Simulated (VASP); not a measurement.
# SrTiO3 (Pm-3m) in VASP: a series of runs

SrTiO3 is run at these levels: PBE; tasks: single point.

Everything below comes from runs of VASP 6.6.1. Logs are shortened: lines on timing, memory, paths and dates and some standing lists are left out, and cuts for length are marked.

### 1 The cell of the first run

The structure is cubic, space group Pm-3m (No. 221). The conventional cell has a = 3.815 Å, b = 3.815 Å, c = 3.815 Å, α = 90.00°, β = 90.00°, γ = 90.00°. Sr (site symmetry m-3m) has 12 O at 2.70 Å and 8 Ti at 3.30 Å within 3.6 Å. Ti (site symmetry m-3m) has 6 O at 1.91 Å within 2.5 Å. Within 2.5 Å of O (site symmetry 4/mmm) lie 2 Ti at 1.91 Å.

### 2 Single point, PBE (11.10 Å³/atom)

File INCAR:

```
PREC = Accurate
ENCUT = 600
EDIFF = 1E-6
ISMEAR = 0
SIGMA = 0.02
LREAL = False
LASPH = True
NELM = 120
ALGO = Normal
ISIF = 2
LWAVE = False
LCHARG = True
GGA = PE
LELF = True
LVHAR = True
NBANDS = 28
GGA_COMPAT = False
```

File KPOINTS:

```
Automatic mesh
0
Gamma
  8 8 8
```

File POSCAR:

```
SrTiO3
1.0
    3.8145327050      0.0000000000      0.0000000000
    0.0000000000      3.8145327050      0.0000000000
    0.0000000000      0.0000000000      3.8145327050
Sr Ti O
1 1 3
Direct
    0.5000000000      0.5000000000      0.5000000000
    0.0000000000      0.0000000000      0.0000000000
    0.5000000000      0.0000000000      0.0000000000
    0.0000000000      0.5000000000      0.0000000000
    0.0000000000      0.0000000000      0.5000000000
```

Potentials or basis: VASP PAW PBE potentials, release 64 (Sr_sv, Ti_sv, O).

Run with:

```console
cat potpaw_PBE.64/Sr_sv/POTCAR potpaw_PBE.64/Ti_sv/POTCAR potpaw_PBE.64/O/POTCAR > POTCAR
mpirun -np 1 vasp_std > vasp.out
```

OUTCAR:

```text
PREC = Accurate
   ENCUT = 600
   EDIFF = 1E-6
   ISMEAR = 0
   LREAL = False
   LASPH = True
   NELM = 120
   ISIF = 2
   GGA = PE

 ion  position               nearest neighbor table
   1  0.500  0.500  0.500-   3 2.70   4 2.70   5 2.70   3 2.70   4 2.70   3 2.70   5 2.70   3 2.70
                             4 2.70   5 2.70   4 2.70   5 2.70   2 3.30   2 3.30   2 3.30   2 3.30
   2  0.000  0.000  0.000-   3 1.91   4 1.91   5 1.91   5 1.91   4 1.91   3 1.91   1 3.30   1 3.30
                             1 3.30   1 3.30   1 3.30   1 3.30   1 3.30   1 3.30
   3  0.500  0.000  0.000-   2 1.91   2 1.91   1 2.70   1 2.70   1 2.70   1 2.70
   4  0.000  0.500  0.000-   2 1.91   2 1.91   1 2.70   1 2.70   1 2.70   1 2.70
   5  0.000  0.000  0.500-   2 1.91   2 1.91   1 2.70   1 2.70   1 2.70   1 2.70

  LATTYP: Found a simple cubic cell.
 ALAT       =     3.8145327050

  Lattice vectors:

 A1 = (   3.8145327050,   0.0000000000,   0.0000000000)
 A2 = (   0.0000000000,   3.8145327050,   0.0000000000)
 A3 = (   0.0000000000,   0.0000000000,   3.8145327050)

Analysis of symmetry for initial positions (statically):
=====================================================================
 Subroutine PRICEL returns:
 Original cell was already a primitive cell.

 Routine SETGRP: Setting up the symmetry group for a
 simple cubic supercell.

 Subroutine GETGRP returns: Found 48 space group operations
 (whereof 48 operations were pure point group operations)
 out of a pool of 48 trial point group operations.

The static configuration has the point symmetry O_h .

Analysis of symmetry for dynamics (positions and initial velocities):
=====================================================================
 Subroutine PRICEL returns:
 Original cell was already a primitive cell.

 Routine SETGRP: Setting up the symmetry group for a
 simple cubic supercell.

 Subroutine GETGRP returns: Found 48 space group operations
 (whereof 48 operations were pure point group operations)
 out of a pool of 48 trial point group operations.

The dynamic configuration has the point symmetry O_h .

 Subroutine INISYM returns: Found 48 space group operations
 (whereof 48 operations are pure point group operations),
 and found     1 'primitive' translations

----------------------------------------------------------------------------------------

                                     Primitive cell

  volume of cell :      55.5040

  direct lattice vectors                    reciprocal lattice vectors
     3.814532705  0.000000000  0.000000000     0.262155309  0.000000000  0.000000000
     0.000000000  3.814532705  0.000000000     0.000000000  0.262155309  0.000000000
     0.000000000  0.000000000  3.814532705     0.000000000  0.000000000  0.262155309

  length of vectors
     3.814532705  3.814532705  3.814532705     0.262155309  0.262155309  0.262155309

  position of ions in fractional coordinates (direct lattice)
     0.500000000  0.500000000  0.500000000
     0.000000000  0.000000000  0.000000000
     0.500000000  0.000000000  0.000000000
     0.000000000  0.500000000  0.000000000
     0.000000000  0.000000000  0.500000000

  ion indices of the primitive-cell ions
   primitive index   ion index
                 1           1
                 2           2
                 3           3
                 4           4
                 5           5

----------------------------------------------------------------------------------------

 KPOINTS: Automatic mesh

Automatic generation of k-mesh.
 Grid dimensions read from file:
 generate k-points for:    8    8    8

 Generating k-lattice:

  Cartesian coordinates                     Fractional coordinates (reciprocal lattice)
     0.032769414  0.000000000  0.000000000     0.125000000  0.000000000  0.000000000
     0.000000000  0.032769414  0.000000000     0.000000000  0.125000000  0.000000000
     0.000000000  0.000000000  0.032769414     0.000000000  0.000000000  0.125000000

  Length of vectors
     0.032769414  0.032769414  0.032769414

  Shift w.r.t. Gamma in fractional coordinates (k-lattice)
     0.000000000  0.000000000  0.000000000

 Subroutine IBZKPT returns following result:
 ===========================================

 Found     35 irreducible k-points:

 Following reciprocal coordinates:
            Coordinates               Weight
  0.000000  0.000000  0.000000      1.000000
  0.125000  0.000000  0.000000      6.000000
  0.250000  0.000000  0.000000      6.000000
  0.375000  0.000000  0.000000      6.000000
  0.500000  0.000000  0.000000      3.000000
  0.125000  0.125000  0.000000     12.000000
[... 16 lines left out ...]
  0.375000  0.375000  0.125000     24.000000
  0.500000  0.375000  0.125000     24.000000
 [... further k-points ...]
   k-points           NKPTS =     35   k-points in BZ     NKDIM =     35   number of bands    NBANDS=     28
   number of dos      NEDOS =    301   number of ions     NIONS =      5
   total plane-waves  NPLWV =  27000
   dimension x,y,z NGX =    30 NGY =   30 NGZ =   30
   dimension x,y,z NGXF=    60 NGYF=   60 NGZF=   60
   ions per type =               1   1   3
   NGX,Y,Z   is equivalent  to a cutoff of  13.07, 13.07, 13.07 a.u.
   NGXF,Y,Z  is equivalent  to a cutoff of  26.15, 26.15, 26.15 a.u.
 SYSTEM =  unknown system
   PREC   = accura    normal or accurate (medium, high low for compatibility)
   ISTART =      0    job   : 0-new  1-cont  2-samecut
   ICHARG =      2    charge: 1-file 2-atom 10-const
   ISPIN  =      1    spin polarized calculation?
   LNONCOLLINEAR =      F non collinear calculations
   LSORBIT =      F    spin-orbit coupling
   LASPH  =      T    aspherical Exc in radial PAW
   ENCUT  =  600.0 eV  44.10 Ry    6.64 a.u.   7.62  7.62  7.62*2*pi/ulx,y,z
   NELM   =    120;   NELMIN=  2; NELMDL= -5     # of ELM steps
   EDIFF  = 0.1E-05   stopping-criterion for ELM
   LREAL  =      F    real-space projection
   EDIFFG = 0.1E-04   stopping-criterion for IOM
   NSW    =      0    number of steps for IOM
   IBRION =     -1    ionic relax: 0-MD 1-quasi-New 2-CG
   NFREE  =      0    steps in history (QN), initial steepest desc. (CG)
   ISIF   =      2    stress and relaxation
   ISYM   =      2    0-nonsym 1-usesym 2-fastsym
   POTIM  = 0.5000    time-step for ionic-motion
   TEBEG  =    0.0;   TEEND  =   0.0 temperature during run
   PSTRESS=    0.0 pullay stress
   NELECT =      40.0000    total number of electrons
   NUPDOWN=      -1.0000    fix difference up-down
   EMIN   =  10.00;   EMAX   =-10.00  energy-range for DOS
   EFERMI =   0.00;   METHOD = LEGACY
   ISMEAR =     0;   SIGMA  =   0.02  broadening in eV -4-tet -1-fermi 0-gaus
   EFERMI_NEDOS =   21; number of points for ismear=-14 and -15
   IALGO  =     38    algorithm
   IMIX   =      4    mixing-type and parameters
     AMIX     =   0.40;   BMIX     =  1.00
     AMIX_MAG =   1.60;   BMIX_MAG =  1.00
  volume/ion in A,a.u.               =      11.10        74.91
  Fermi-wavevector in a.u.,A,eV,Ry     =   1.467755  2.773654 29.311084  2.154304
  Thomas-Fermi vector in A             =   2.583334
   LORBIT       =      0    0 simple, 1 ext, 2 COOP (PROOUT), +10 PAW based schemes
   GGA     = PE    functional components
   LHFCALC =     F    Hartree Fock is set to
   AEXX    =    0.0000 exact exchange contribution
   IVDW    =     0    specifies the selected vdW correction
   LEPSILON=     F    determine dielectric tensor
   LRPA    =     F    only Hartree local field effects (RPA)
 non-spin polarized calculation
 Gauss-broadening in eV      SIGMA  =   0.02
  energy-cutoff  :      600.00
  volume of cell :       55.50
 maximum number of plane-waves:      1864
   NGX = 15   NGY = 15   NGZ = 15

 number of electron      40.0000029 magnetization

 Free energy of the ion-electron system (eV)
  ---------------------------------------------------
  ext. energy  EPLUGINS =         0.00000000
  ---------------------------------------------------
  free energy    TOTEN  =       -39.76798137 eV

  energy without entropy =      -39.76798137  energy(sigma->0) =      -39.76798137

 E-fermi :   4.8557     XC(G=0): -11.6469

 val. band max:        4.7588870341   @ k =   0.5000   0.5000   0.5000
 cond. band min:       6.7414244350   @ k =   0.0000   0.0000   0.0000
 fundamental gap:      1.9825374009
 Fermi energy:         4.8556802454

 k-point     1 :       0.0000    0.0000    0.0000
  band No.  band energies     occupation
      1     -51.4103      2.00000
      2     -27.8236      2.00000
      3     -27.7081      2.00000
      4     -27.7081      2.00000
      5     -27.7081      2.00000
      6     -12.9269      2.00000
[... 20 lines left out ...]
     27      10.2541      0.00000
     28      11.6269      0.00000

 k-point     2 :       0.1250    0.0000    0.0000
  band No.  band energies     occupation
      1     -51.4100      2.00000
      2     -27.8468      2.00000
      3     -27.7075      2.00000
      4     -27.7075      2.00000
      5     -27.6946      2.00000
      6     -12.9370      2.00000
[... 20 lines left out ...]
     27      10.5489      0.00000
     28      12.0097      0.00000

 k-point     3 :       0.2500    0.0000    0.0000
  band No.  band energies     occupation
      1     -51.4091      2.00000
      2     -27.8938      2.00000
      3     -27.7060      2.00000
      4     -27.7060      2.00000
      5     -27.6706      2.00000
      6     -13.0237      2.00000
[... 20 lines left out ...]
     27      11.3187      0.00000
     28      13.0412      0.00000

 k-point     4 :       0.3750    0.0000    0.0000
  band No.  band energies     occupation
      1     -51.4083      2.00000
      2     -27.9353      2.00000
      3     -27.7045      2.00000
      4     -27.7045      2.00000
      5     -27.6516      2.00000
      6     -13.1555      2.00000
[... 20 lines left out ...]
     27      12.1524      0.00000
     28      13.0721      0.00000

 k-point     5 :       0.5000    0.0000    0.0000
  band No.  band energies     occupation
      1     -51.4080      2.00000
      2     -27.9517      2.00000
      3     -27.7038      2.00000
      4     -27.7038      2.00000
      5     -27.6444      2.00000
      6     -13.2148      2.00000
[... 20 lines left out ...]
     27      12.5407      0.00000
     28      13.0045      0.00000

 k-point     6 :       0.1250    0.1250    0.0000
  band No.  band energies     occupation
      1     -51.4096      2.00000
      2     -27.8578      2.00000
      3     -27.7224      2.00000
      4     -27.7069      2.00000
      5     -27.6779      2.00000
      6     -12.9251      2.00000
[... 463 lines left out ...]
      5     -27.6760      2.00000
      6     -12.7355      2.00000
[... 20 lines left out ...]
     27      13.0255      0.00000
     28      13.4484      0.00000

 k-point    22 :       0.5000    0.2500    0.1250
  band No.  band energies     occupation
      1     -51.4065      2.00000
      2     -27.8907      2.00000
      3     -27.7542      2.00000
      4     -27.7167      2.00000
      5     -27.6870      2.00000
      6     -12.7428      2.00000
[... 20 lines left out ...]
     27      13.2474      0.00000
     28      13.5821      0.00000

 k-point    23 :       0.3750    0.3750    0.1250
  band No.  band energies     occupation
      1     -51.4060      2.00000
      2     -27.8509      2.00000
      3     -27.7903      2.00000
      4     -27.7189      2.00000
      5     -27.7029      2.00000
      6     -12.4863      2.00000
[... 20 lines left out ...]
     27      13.3708      0.00000
     28      13.7848      0.00000

 k-point    24 :       0.5000    0.3750    0.1250
  band No.  band energies     occupation
      1     -51.4057      2.00000
      2     -27.8421      2.00000
      3     -27.7897      2.00000
      4     -27.7254      2.00000
      5     -27.7152      2.00000
      6     -12.3906      2.00000
[... 20 lines left out ...]
     27      13.6647      0.00000
     28      13.9118      0.00000

 [... further k-points ...]
[... 5 lines left out ...]
  --------------------------------------------------------------------------------------
  -------------------------------------------------------------------------------------
  Total        7.0478050      7.0478050      7.0478050     -0.0000000     -0.0000000      0.0000000
  in kB      203.4419140    203.4419140    203.4419140     -0.0000000     -0.0000000      0.0000000
  external PRESSURE =     203.4419140 kB  Pullay stress =       0.0000000 kB

 VOLUME and BASIS-vectors are now :
 -----------------------------------------------------------------------------
  energy-cutoff  :      600.00
  volume of cell :       55.50
      direct lattice vectors                 reciprocal lattice vectors
     3.814532705  0.000000000  0.000000000     0.262155309  0.000000000  0.000000000
     0.000000000  3.814532705  0.000000000     0.000000000  0.262155309  0.000000000
     0.000000000  0.000000000  3.814532705     0.000000000  0.000000000  0.262155309

 POSITION                                       TOTAL-FORCE (eV/Angst)
 -----------------------------------------------------------------------------------
      1.90727      1.90727      1.90727         0.000000      0.000000      0.000000
      0.00000      0.00000      0.00000         0.000000      0.000000      0.000000
      1.90727      0.00000      0.00000         0.000000      0.000000      0.000000
      0.00000      1.90727      0.00000         0.000000      0.000000      0.000000
      0.00000      0.00000      1.90727         0.000000      0.000000      0.000000
 -----------------------------------------------------------------------------------
    total drift:                                0.000000     -0.000000      0.000000

  FREE ENERGIE OF THE ION-ELECTRON SYSTEM (eV)
  ---------------------------------------------------
  free  energy   TOTEN  =       -39.7679813685 eV

  energy  without entropy=      -39.7679813685  energy(sigma->0) =      -39.76798137
```

Wall time 33 s (1 thread of Intel Xeon 6975P-C (Granite Rapids), shared host); peak memory 0.21 GiB.

Results:

* Free energy: -39.7680 eV
* Pressure: 20.3 GPa
* Band gap on the k mesh: 1.98 eV (least direct gap 2.29 eV)

Levels at points of the mesh, in eV from the valence-band top:
```tsv
k point	band 17	band 18	band 19	band 20	band 21	band 22	band 23	band 24
(0.00, 0.00, 0.00)	-1.29	-0.31	-0.31	-0.31	1.98	1.98	1.98	4.80
(0.50, 0.00, 0.00)	-2.53	-2.21	-0.71	-0.71	2.19	4.16	4.16	4.85
(0.50, 0.50, 0.00)	-1.66	-1.64	-1.64	-0.11	4.17	4.17	4.65	5.94
(0.50, 0.50, 0.50)	-3.93	0.00	0.00	0.00	4.92	4.92	4.92	7.23
```

Caveat: the cell stands under pressure.

(Part 1 of 2 ends here.)
